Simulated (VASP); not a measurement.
The system is Ta2N.

```
CELL_PARAMETERS angstrom
3.11286 0.00000 0.00000
-1.55643 2.69582 0.00000
0.00000 0.00000 4.86984
ATOMIC_POSITIONS crystal
Ta 0.33333 0.66667 0.25471
Ta 0.66667 0.33333 0.74529
N 0.00000 0.00000 0.00000
```

| Property | Result |
| --- | --- |
| Program | VASP 6.6.1 |
| Task | relaxation of cell and atoms |
| Functional | r2SCAN |
| Dispersion | D4 |
| Potentials or basis | VASP PAW PBE potentials, release 64 (Ta_pv, N) |
| Cutoff | 600 eV |
| k mesh | 10 × 10 × 6 |
| Occupations | fermi-dirac, width 0.05 eV |
| Spin | no spin polarisation |

At the start: pressure -5.3 GPa; volume 13.62 Å³/atom.

How do energy, volume and symmetry change on relaxing?

Over 6 steps the energy falls by 7.2 meV/atom and the volume is 13.34 Å³/atom (-2.1 %); space group P-3m1 (No. 164, to 0.1 Å) before and after.

Step by step:
| step | energy change (eV) | largest force (eV/Å) | pressure (GPa) | volume (Å³) |
| --- | --- | --- | --- | --- |
| 1 | 0.0000 | 0.1710 | -5.34 | 40.87 |
| 2 | 0.0658 | 0.4090 | 15.61 | 38.24 |
| 3 | -0.0152 | 0.2460 | 0.39 | 40.05 |
| 4 | -0.0206 | 0.0012 | 0.12 | 40.02 |
| 5 | -0.0209 | 0.0818 | 0.05 | 40.01 |
| 6 | -0.0216 | 0.0011 | -0.01 | 40.03 |

Final structure:
```xyz
3
Lattice="3.0701 0.0000 0.0000 -1.5350 2.6588 0.0000 0.0000 0.0000 4.9035" Properties=species:S:1:pos:R:3 pbc="T T T"
Ta    0.0000    1.7725    1.2642
Ta    1.5350    0.8863    3.6393
N     3.0701    0.0000    0.0000
```

Caveat: the PAW data sets were made with another functional, which shifts forces and pressure a little.
